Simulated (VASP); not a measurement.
# NaF (Villiaumite) (Fm-3m) in VASP: further runs

Runs on NaF (Villiaumite). Level: PBE. Tasks: single point.

Program: VASP 6.6.1. These are calculated values, not measurements. Logs are shortened: lines on timing, memory, paths and dates and some standing lists are left out, and cuts for length are marked.

## (1) The cell of the first run

Symmetry: Fm-3m, No. 225, cubic system. The conventional cell has a = 4.604 Å, b = 4.604 Å, c = 4.604 Å, α = 90.00°, β = 90.00°, γ = 90.00°. Na (site symmetry m-3m) has 6 F at 2.30 Å within 3.0 Å. F (site symmetry m-3m) has 6 Na at 2.30 Å within 3.0 Å.

## (2) Single point, PBE (volume scaled by 0.94)

Input file INCAR:

```
SYSTEM = NaF
  ALGO = Normal
  EDIFF = 1E-6
  ENCUT = 520
  GGA = PE
  ISIF = 2
  ISMEAR = 0
  LASPH = .True.
  LCHARG = .False.
  LREAL = .False.
  LWAVE = .False.
  NBANDS = 14
  NELM = 60
  PREC = Accurate
  SIGMA = 0.02
```

Input file KPOINTS:

```
k-points
0
Gamma
  8 8 8
  0 0 0
```

Input file POSCAR:

```
NaF
1.0
    0.0000000000      2.3017763979      2.3017763979
    2.3017763979      0.0000000000      2.3017763979
    2.3017763979      2.3017763979      0.0000000000
Na F
1 1
Direct
    0.0000000000      0.0000000000      0.0000000000
    0.5000000000      0.5000000000      0.5000000000
```

Potentials or basis: VASP PAW PBE potentials, release 64 (Na_pv, F).

Run with:

```
$ cat potpaw_PBE.64/Na_pv/POTCAR potpaw_PBE.64/F/POTCAR > POTCAR
$ mpirun -np 1 vasp_std > vasp.out
```

OUTCAR:

```text
SYSTEM = NaF
   EDIFF = 1E-6
   ENCUT = 520
   GGA = PE
   ISIF = 2
   ISMEAR = 0
   LASPH = .True.
   LREAL = .False.
   NELM = 60
   PREC = Accurate

 ion  position               nearest neighbor table
   1  0.000  0.000  0.000-   2 2.30   2 2.30   2 2.30   2 2.30   2 2.30   2 2.30
   2  0.500  0.500  0.500-   1 2.30   1 2.30   1 2.30   1 2.30   1 2.30   1 2.30

  LATTYP: Found a face centered cubic cell.
 ALAT       =     4.6035527958

  Lattice vectors:

 A1 = (   0.0000000000,   2.3017763979,   2.3017763979)
 A2 = (   2.3017763979,   0.0000000000,   2.3017763979)
 A3 = (   2.3017763979,   2.3017763979,   0.0000000000)

Analysis of symmetry for initial positions (statically):
=====================================================================
 Subroutine PRICEL returns:
 Original cell was already a primitive cell.

 Routine SETGRP: Setting up the symmetry group for a
 face centered cubic supercell.

 Subroutine GETGRP returns: Found 48 space group operations
 (whereof 48 operations were pure point group operations)
 out of a pool of 48 trial point group operations.

The static configuration has the point symmetry O_h .

Analysis of symmetry for dynamics (positions and initial velocities):
=====================================================================
 Subroutine PRICEL returns:
 Original cell was already a primitive cell.

 Routine SETGRP: Setting up the symmetry group for a
 face centered cubic supercell.

 Subroutine GETGRP returns: Found 48 space group operations
 (whereof 48 operations were pure point group operations)
 out of a pool of 48 trial point group operations.

The dynamic configuration has the point symmetry O_h .

 Subroutine INISYM returns: Found 48 space group operations
 (whereof 48 operations are pure point group operations),
 and found     1 'primitive' translations

----------------------------------------------------------------------------------------

                                     Primitive cell

  volume of cell :      24.3904

  direct lattice vectors                    reciprocal lattice vectors
     0.000000000  2.301776398  2.301776398    -0.217223532  0.217223532  0.217223532
     2.301776398  0.000000000  2.301776398     0.217223532 -0.217223532  0.217223532
     2.301776398  2.301776398  0.000000000     0.217223532  0.217223532 -0.217223532

  length of vectors
     3.255203399  3.255203399  3.255203399     0.376242195  0.376242195  0.376242195

  position of ions in fractional coordinates (direct lattice)
     0.000000000  0.000000000  0.000000000
     0.500000000  0.500000000  0.500000000

  ion indices of the primitive-cell ions
   primitive index   ion index
                 1           1
                 2           2

----------------------------------------------------------------------------------------

 KPOINTS: k-points

Automatic generation of k-mesh.
 Grid dimensions read from file:
 generate k-points for:    8    8    8

 Generating k-lattice:

  Cartesian coordinates                     Fractional coordinates (reciprocal lattice)
    -0.027152942  0.027152942  0.027152942     0.125000000  0.000000000  0.000000000
     0.027152942 -0.027152942  0.027152942     0.000000000  0.125000000  0.000000000
     0.027152942  0.027152942 -0.027152942     0.000000000  0.000000000  0.125000000

  Length of vectors
     0.047030274  0.047030274  0.047030274

  Shift w.r.t. Gamma in fractional coordinates (k-lattice)
     0.000000000  0.000000000  0.000000000

 Subroutine IBZKPT returns following result:
 ===========================================

 Found     29 irreducible k-points:

 Following reciprocal coordinates:
            Coordinates               Weight
  0.000000  0.000000  0.000000      1.000000
  0.125000  0.000000  0.000000      8.000000
  0.250000  0.000000  0.000000      8.000000
  0.375000  0.000000  0.000000      8.000000
  0.500000  0.000000  0.000000      4.000000
  0.125000  0.125000  0.000000      6.000000
[... 16 lines left out ...]
  0.500000  0.250000  0.125000     48.000000
 -0.375000  0.250000  0.125000     24.000000
 [... further k-points ...]
   k-points           NKPTS =     29   k-points in BZ     NKDIM =     29   number of bands    NBANDS=     14
   number of dos      NEDOS =    301   number of ions     NIONS =      2
   total plane-waves  NPLWV =  13824
   dimension x,y,z NGX =    24 NGY =   24 NGZ =   24
   dimension x,y,z NGXF=    48 NGYF=   48 NGZF=   48
   ions per type =               1   1
   NGX,Y,Z   is equivalent  to a cutoff of  12.26, 12.26, 12.26 a.u.
   NGXF,Y,Z  is equivalent  to a cutoff of  24.51, 24.51, 24.51 a.u.
 SYSTEM =  NaF
   PREC   = accura    normal or accurate (medium, high low for compatibility)
   ISTART =      0    job   : 0-new  1-cont  2-samecut
   ICHARG =      2    charge: 1-file 2-atom 10-const
   ISPIN  =      1    spin polarized calculation?
   LNONCOLLINEAR =      F non collinear calculations
   LSORBIT =      F    spin-orbit coupling
   LASPH  =      T    aspherical Exc in radial PAW
   ENCUT  =  520.0 eV  38.22 Ry    6.18 a.u.   6.05  6.05  6.05*2*pi/ulx,y,z
   NELM   =     60;   NELMIN=  2; NELMDL= -5     # of ELM steps
   EDIFF  = 0.1E-05   stopping-criterion for ELM
   LREAL  =      F    real-space projection
   EDIFFG = 0.1E-04   stopping-criterion for IOM
   NSW    =      0    number of steps for IOM
   IBRION =     -1    ionic relax: 0-MD 1-quasi-New 2-CG
   NFREE  =      0    steps in history (QN), initial steepest desc. (CG)
   ISIF   =      2    stress and relaxation
   ISYM   =      2    0-nonsym 1-usesym 2-fastsym
   POTIM  = 0.5000    time-step for ionic-motion
   TEBEG  =    0.0;   TEEND  =   0.0 temperature during run
   PSTRESS=    0.0 pullay stress
   NELECT =      14.0000    total number of electrons
   NUPDOWN=      -1.0000    fix difference up-down
   EMIN   =  10.00;   EMAX   =-10.00  energy-range for DOS
   EFERMI =   0.00;   METHOD = LEGACY
   ISMEAR =     0;   SIGMA  =   0.02  broadening in eV -4-tet -1-fermi 0-gaus
   EFERMI_NEDOS =   21; number of points for ismear=-14 and -15
   IALGO  =     38    algorithm
   IMIX   =      4    mixing-type and parameters
     AMIX     =   0.40;   BMIX     =  1.00
     AMIX_MAG =   1.60;   BMIX_MAG =  1.00
  volume/ion in A,a.u.               =      12.20        82.30
  Fermi-wavevector in a.u.,A,eV,Ry     =   1.360539  2.571046 25.185293  1.851067
  Thomas-Fermi vector in A             =   2.487193
   LORBIT       =      0    0 simple, 1 ext, 2 COOP (PROOUT), +10 PAW based schemes
   GGA     = PE    functional components
   LHFCALC =     F    Hartree Fock is set to
   AEXX    =    0.0000 exact exchange contribution
   IVDW    =     0    specifies the selected vdW correction
   LEPSILON=     F    determine dielectric tensor
   LRPA    =     F    only Hartree local field effects (RPA)
 non-spin polarized calculation
 Gauss-broadening in eV      SIGMA  =   0.02
  energy-cutoff  :      520.00
  volume of cell :       24.39
 maximum number of plane-waves:       684
   NGX = 13   NGY = 13   NGZ = 13

 number of electron      13.9999990 magnetization

 Free energy of the ion-electron system (eV)
  ---------------------------------------------------
  ext. energy  EPLUGINS =         0.00000000
  ---------------------------------------------------
  free energy    TOTEN  =        -8.55285627 eV

  energy without entropy =       -8.55285627  energy(sigma->0) =       -8.55285627

 E-fermi :  -1.8608     XC(G=0):  -9.2501

 val. band max:       -1.9968009927   @ k =   0.0000   0.0000   0.0000
 cond. band min:       4.4104383621   @ k =   0.0000   0.0000   0.0000
 fundamental gap:      6.4072393548
 Fermi energy:        -1.8608108751

 k-point     1 :       0.0000    0.0000    0.0000
  band No.  band energies     occupation
      1     -21.2040      2.00000
      2     -20.8850      2.00000
      3     -20.8850      2.00000
      4     -20.8850      2.00000
      5      -1.9968      2.00000
      6      -1.9968      2.00000
      7      -1.9968      2.00000
      8       4.4104      0.00000
      9      17.1213      0.00000
     10      17.1213      0.00000
     11      17.1213      0.00000
     12      20.0240      0.00000
     13      22.2241      0.00000
     14      22.2241      0.00000

 k-point     2 :       0.1250    0.0000    0.0000
  band No.  band energies     occupation
      1     -21.3885      2.00000
      2     -20.8869      2.00000
      3     -20.8869      2.00000
      4     -20.6793      2.00000
      5      -2.2998      2.00000
      6      -2.0364      2.00000
      7      -2.0364      2.00000
      8       4.9644      0.00000
      9      15.3794      0.00000
     10      17.3682      0.00000
     11      17.3682      0.00000
     12      21.6637      0.00000
     13      21.6637      0.00000
     14      21.9537      0.00000

 k-point     3 :       0.2500    0.0000    0.0000
  band No.  band energies     occupation
      1     -21.6162      2.00000
      2     -20.8914      2.00000
      3     -20.8914      2.00000
      4     -20.3996      2.00000
      5      -2.9167      2.00000
      6      -2.1307      2.00000
      7      -2.1307      2.00000
      8       6.2983      0.00000
      9      13.2869      0.00000
     10      17.9183      0.00000
     11      17.9183      0.00000
     12      21.0066      0.00000
     13      21.0067      0.00000
     14      22.6640      0.00000
[... 324 lines left out ...]
 k-point    23 :       0.5000    0.2500    0.1250
  band No.  band energies     occupation
      1     -21.6359      2.00000
      2     -20.9398      2.00000
      3     -20.9104      2.00000
      4     -20.2976      2.00000
      5      -3.2653      2.00000
      6      -2.5100      2.00000
      7      -2.3055      2.00000
      8       8.8108      0.00000
      9      11.7215      0.00000
     10      15.6342      0.00000
     11      17.5098      0.00000
     12      19.7889      0.00000
     13      21.8777      0.00000
     14      26.0668      0.00000

 k-point    24 :      -0.3750    0.2500    0.1250
  band No.  band energies     occupation
      1     -21.6508      2.00000
      2     -20.9431      2.00000
      3     -20.9180      2.00000
      4     -20.2660      2.00000
      5      -3.3389      2.00000
      6      -2.5898      2.00000
      7      -2.3448      2.00000
      8       9.9222      0.00000
      9      10.8790      0.00000
     10      15.3348      0.00000
     11      17.2068      0.00000
     12      20.3890      0.00000
     13      21.4710      0.00000
     14      26.3114      0.00000

 [... further k-points ...]

------------------------ aborting loop because EDIFF is reached ----------------------------------------

  FORCE on cell =-STRESS in cart. coord.  units (eV):
  Direction    XX          YY          ZZ          XY          YZ          ZX
  --------------------------------------------------------------------------------------
  -------------------------------------------------------------------------------------
  Total        0.4777134      0.4777134      0.4777134      0.0000000     -0.0000000      0.0000000
  in kB       31.3804084     31.3804084     31.3804084      0.0000000     -0.0000000      0.0000000
  external PRESSURE =      31.3804084 kB  Pullay stress =       0.0000000 kB

 VOLUME and BASIS-vectors are now :
 -----------------------------------------------------------------------------
  energy-cutoff  :      520.00
  volume of cell :       24.39
      direct lattice vectors                 reciprocal lattice vectors
     0.000000000  2.301776398  2.301776398    -0.217223532  0.217223532  0.217223532
     2.301776398  0.000000000  2.301776398     0.217223532 -0.217223532  0.217223532
     2.301776398  2.301776398  0.000000000     0.217223532  0.217223532 -0.217223532

 POSITION                                       TOTAL-FORCE (eV/Angst)
 -----------------------------------------------------------------------------------
      0.00000      0.00000      0.00000        -0.000000      0.000000      0.000000
      2.30178      2.30178      2.30178         0.000000     -0.000000     -0.000000
 -----------------------------------------------------------------------------------
    total drift:                                0.000000     -0.000000      0.000000

  FREE ENERGIE OF THE ION-ELECTRON SYSTEM (eV)
  ---------------------------------------------------
  free  energy   TOTEN  =        -8.5528562687 eV

  energy  without entropy=       -8.5528562687  energy(sigma->0) =       -8.55285627
```

It took 5.9 s on 1 thread of Intel Xeon Platinum 8375C at 2.90GHz (Ice Lake), shared host; peak memory 0.13 GiB.

Results:

* Free energy: -8.5529 eV
* Pressure: 3.1 GPa
* Band gap on the k mesh: 6.41 eV, direct

Levels at points of the mesh, in eV from the valence-band top:
| k point | band 3 | band 4 | band 5 | band 6 | band 7 | band 8 | band 9 | band 10 | band 11 | band 12 |
| --- | --- | --- | --- | --- | --- | --- | --- | --- | --- | --- |
| (0.00, 0.00, 0.00) | -18.89 | -18.89 | 0.00 | 0.00 | 0.00 | 6.41 | 19.12 | 19.12 | 19.12 | 22.02 |
| (0.50, 0.00, 0.00) | -18.90 | -18.12 | -1.63 | -0.26 | -0.26 | 10.90 | 12.64 | 20.33 | 20.33 | 23.16 |
| (0.50, 0.50, 0.00) | -18.94 | -18.94 | -1.30 | -0.41 | -0.41 | 13.32 | 13.37 | 13.80 | 20.03 | 20.03 |

## (3) Single point, PBE (volume scaled by 1.03)

Input file INCAR:

```
SYSTEM = NaF
ALGO = Normal ; EDIFF = 1E-6
ENCUT = 520 ; GGA = PE
ISIF = 2 ; ISMEAR = 0
LASPH = .TRUE. ; LCHARG = .TRUE.
LELF = .TRUE. ; LREAL = .FALSE.
LVHAR = .TRUE. ; LWAVE = .FALSE.
NBANDS = 14 ; NELM = 80
PREC = Accurate ; SIGMA = 0.02
```

Input file KPOINTS:

```
k-points
0
G
  8 8 8
  0 0 0
```

Input file POSCAR:

```
NaF
1.0
    0.0000000000      2.3730101160      2.3730101160
    2.3730101160      0.0000000000      2.3730101160
    2.3730101160      2.3730101160      0.0000000000
Na F
1 1
Direct
    0.0000000000      0.0000000000      0.0000000000
    0.5000000000      0.5000000000      0.5000000000
```

Potentials or basis: VASP PAW PBE potentials, release 64 (Na_pv, F).

Run with:

```
$ cat potpaw_PBE.64/Na_pv/POTCAR potpaw_PBE.64/F/POTCAR > POTCAR
$ mpirun -np 1 vasp_std > vasp.out
```

OUTCAR:

```text
SYSTEM = NaF
   EDIFF = 1E-6
   ENCUT = 520
   GGA = PE
   ISIF = 2
   ISMEAR = 0
   LASPH = .TRUE.
   LREAL = .FALSE.
   NELM = 80
   PREC = Accurate

 ion  position               nearest neighbor table
   1  0.000  0.000  0.000-
   2  0.500  0.500  0.500-

  LATTYP: Found a face centered cubic cell.
 ALAT       =     4.7460202320

  Lattice vectors:

 A1 = (   0.0000000000,   2.3730101160,   2.3730101160)
 A2 = (   2.3730101160,   0.0000000000,   2.3730101160)
 A3 = (   2.3730101160,   2.3730101160,   0.0000000000)
[... 583 lines left out ...]
      8       8.9404      0.00000
      9       9.7672      0.00000
     10      14.0017      0.00000
     11      15.7737      0.00000
     12      18.9769      0.00000
     13      19.9761      0.00000
     14      24.4871      0.00000

 [... further k-points ...]
[... 5 lines left out ...]
  --------------------------------------------------------------------------------------
  -------------------------------------------------------------------------------------
  Total       -0.2285822     -0.2285822     -0.2285822      0.0000000      0.0000000     -0.0000000
  in kB      -13.7032698    -13.7032698    -13.7032698      0.0000000      0.0000000     -0.0000000
  external PRESSURE =     -13.7032698 kB  Pullay stress =       0.0000000 kB

 VOLUME and BASIS-vectors are now :
 -----------------------------------------------------------------------------
  energy-cutoff  :      520.00
  volume of cell :       26.73
      direct lattice vectors                 reciprocal lattice vectors
     0.000000000  2.373010116  2.373010116    -0.210702852  0.210702852  0.210702852
     2.373010116  0.000000000  2.373010116     0.210702852 -0.210702852  0.210702852
     2.373010116  2.373010116  0.000000000     0.210702852  0.210702852 -0.210702852

 POSITION                                       TOTAL-FORCE (eV/Angst)
 -----------------------------------------------------------------------------------
      0.00000      0.00000      0.00000         0.000000      0.000000     -0.000000
      2.37301      2.37301      2.37301        -0.000000     -0.000000      0.000000
 -----------------------------------------------------------------------------------
    total drift:                                0.000000      0.000000      0.000000

  FREE ENERGIE OF THE ION-ELECTRON SYSTEM (eV)
  ---------------------------------------------------
  free  energy   TOTEN  =        -8.5670842737 eV

  energy  without entropy=       -8.5670842737  energy(sigma->0) =       -8.56708427
```

OSZICAR:

```text
N       E                     dE             d eps       ncg     rms          rms(c)
DAV:   1     0.110689522592E+03    0.11069E+03   -0.77249E+03   812   0.120E+03
DAV:   2    -0.329483581298E+01   -0.11398E+03   -0.10528E+03   860   0.339E+02
DAV:   3    -0.942402671263E+01   -0.61292E+01   -0.61161E+01  1046   0.712E+01
DAV:   4    -0.947799295555E+01   -0.53966E-01   -0.53965E-01   884   0.725E+00
DAV:   5    -0.947859030874E+01   -0.59735E-03   -0.59735E-03  1016   0.748E-01    0.543E+00
DAV:   6    -0.857700614510E+01    0.90158E+00   -0.32243E+00   968   0.144E+01    0.189E+00
DAV:   7    -0.856505737472E+01    0.11949E-01   -0.29661E-02   842   0.204E+00    0.107E+00
DAV:   8    -0.856644149955E+01   -0.13841E-02   -0.31978E-02   860   0.375E+00    0.156E-01
DAV:   9    -0.856723678432E+01   -0.79528E-03   -0.45505E-03   950   0.606E-01    0.143E-01
DAV:  10    -0.856708423428E+01    0.15255E-03   -0.10061E-03   884   0.312E-01    0.976E-03
DAV:  11    -0.856708373493E+01    0.49935E-06   -0.31750E-05   974   0.101E-01    0.428E-03
DAV:  12    -0.856708427370E+01   -0.53877E-06   -0.17366E-06   884   0.202E-02
   1 F= -.85670843E+01 E0= -.85670843E+01  d E =-.306396E-44
```

Run time: 13 s. Hardware: 1 thread of Intel Xeon Platinum 8375C at 2.90GHz (Ice Lake), shared host; peak memory 0.14 GiB.

What came out:

```yaml
Free_energy: -8.5671 eV
Pressure: -1.4 GPa
Band_gap_on_the_k_mesh: 5.93 eV, direct
```

## (4) Single point, PBE (volume scaled by 1.06)

Input file INCAR:

```
SYSTEM = NaF
PREC     = Accurate       ! precision mode
ENCUT    = 520            ! plane-wave cutoff, eV
EDIFF    = 1E-6           ! SCF threshold, eV
ISMEAR   = 0              ! smearing method
SIGMA    = 0.02           ! smearing width, eV
LREAL    = .FALSE.        ! projectors in reciprocal space
LASPH    = .TRUE.         ! aspherical terms in the spheres
NELM     = 60             ! most SCF steps
ALGO     = Normal         ! electronic algorithm
ISIF     = 2              ! what is computed and relaxed
LWAVE    = .FALSE.        ! write WAVECAR
LCHARG   = .FALSE.        ! write CHGCAR
GGA      = PE             ! functional
NBANDS   = 14             ! bands
```

Input file KPOINTS:

```
regular mesh
0
G
  8 8 8
  0 0 0
```

Input file POSCAR:

```
NaF
1.0
    0.0000000000      2.3958289208      2.3958289208
    2.3958289208      0.0000000000      2.3958289208
    2.3958289208      2.3958289208      0.0000000000
Na F
1 1
Direct
    0.0000000000      0.0000000000      0.0000000000
    0.5000000000      0.5000000000      0.5000000000
```

Run with:

```
$ cat potpaw_PBE.64/Na_pv/POTCAR potpaw_PBE.64/F/POTCAR > POTCAR
$ mpirun -np 1 vasp_std > vasp.out
```

It took 14 s on 1 thread of Intel Xeon Platinum 8375C at 2.90GHz (Ice Lake), shared host; peak memory 0.15 GiB.

Results (log left out):

- Free energy: -8.5592 eV
- Pressure: -2.4 GPa
- Band gap on the k mesh: 5.79 eV, direct

Levels at points of the mesh, in eV from the valence-band top:
```
           k point  band 4  band 5  band 6  band 7  band 8  band 9  band 10  band 11
(0.00, 0.00, 0.00)  -19.02    0.00    0.00    0.00    5.79   18.26    18.26    18.26
(0.50, 0.00, 0.00)  -18.40   -1.38   -0.21   -0.21   10.18   11.63    19.04    19.04
(0.50, 0.50, 0.00)  -18.83   -1.12   -0.36   -0.36   12.35   12.64    12.95    18.50
```

## (5) The runs side by side

```tsv
cell	gap on the mesh (eV)	pressure (GPa)
a = 3.255 Å, angles 60.0°, 2 atoms	6.41	3.1
a = 3.356 Å, angles 60.0°, 2 atoms	5.93	-1.4
a = 3.388 Å, angles 60.0°, 2 atoms	5.79	-2.4
```

Alike in all rows: task single point; level PBE; potentials or basis VASP PAW PBE potentials, release 64 (Na_pv, F); no spin polarisation; k mesh 8 × 8 × 8; cutoff (eV) 520; smearing gaussian 0.02 eV.

Absolute energies hang on the potentials; compare differences alone.
